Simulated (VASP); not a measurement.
Ge5Br:

```
CELL_PARAMETERS angstrom
5.87002 0.00000 0.00000
-2.93501 5.08359 0.00000
0.00000 0.00000 5.31770
ATOMIC_POSITIONS crystal
Ge 0.33333 0.66667 0.50000
Ge 0.00000 0.68848 0.00000
Ge 0.68848 0.00000 0.00000
Ge 0.31152 0.31152 0.00000
Ge 0.66667 0.33333 0.50000
Br 0.00000 0.00000 0.50000
```

The cell was generated, and may not be a known phase.

| Item | Value |
| --- | --- |
| Program | VASP 6.6.1 |
| Task | relaxation of cell and atoms |
| Functional | PBE |
| Potentials or basis | VASP PAW PBE potentials, release 64 (Ge_d, Br) |
| Cutoff | 600 eV |
| k mesh | 3 × 3 × 4 |
| Occupations | gaussian, width 0.1 eV |
| Spin | no spin polarisation |

At the start: pressure -7.2 GPa; volume 26.45 Å³/atom.

How do energy, volume and symmetry change on relaxing?

Over 15 steps the energy falls by 276.8 meV/atom and the volume is 21.49 Å³/atom (-18.7 %); space group P-62m (No. 189, to 0.1 Å) before and after.

The path:
| step | energy change (eV) | largest force (eV/Å) | pressure (GPa) | volume (Å³) |
| --- | --- | --- | --- | --- |
| 1 | 0.0000 | 0.4929 | -7.20 | 158.68 |
| 2 | -0.8638 | 0.8041 | -1.96 | 132.92 |
| 3 | -0.9133 | 0.8931 | 0.35 | 126.86 |
| 4 | -1.0365 | 0.7682 | 0.60 | 125.91 |
| 5 | -1.3184 | 0.5269 | 1.58 | 123.09 |
| 6 | -1.3867 | 0.0963 | 6.30 | 117.31 |
| 7 | -1.4444 | 0.2239 | 4.17 | 119.51 |
| 8 | -1.5500 | 0.2125 | 2.05 | 123.63 |
| 9 | -1.6184 | 0.1942 | -0.45 | 129.95 |
| 10 | -1.6200 | 0.1864 | -0.88 | 130.98 |
| 11 | -1.6349 | 0.1476 | -0.71 | 130.90 |
| 12 | -1.6550 | 0.0587 | -0.54 | 130.72 |
| 13 | -1.6458 | 0.0806 | -0.18 | 130.34 |
| 14 | -1.6586 | 0.0063 | -0.51 | 130.59 |
| 15 | -1.6606 | 0.0029 | 0.17 | 128.95 |

Final structure:
```xyz
6
Lattice="5.6460 0.0000 0.0000 -2.8230 4.8895 0.0000 0.0000 0.0000 4.6709" Properties=species:S:1:pos:R:3 pbc="T T T"
Ge    0.0000    3.2597    2.3355
Ge    4.0174    2.8207    0.0000
Ge    0.4341    4.8895    4.6709
Ge    1.1944    2.0688    0.0000
Ge    2.8230    1.6298    2.3355
Br    0.0000    0.0000    2.3355
```

Caveat: the k points lie up to 0.43 Å⁻¹ apart in the final cell, too coarse for converged energies and pressures of a metal; the volume moved by over 15 % at a fixed basis, so the end points are rough; an odd number of electrons without spin polarisation forces a metal; a magnetic or distorted state may lie lower.
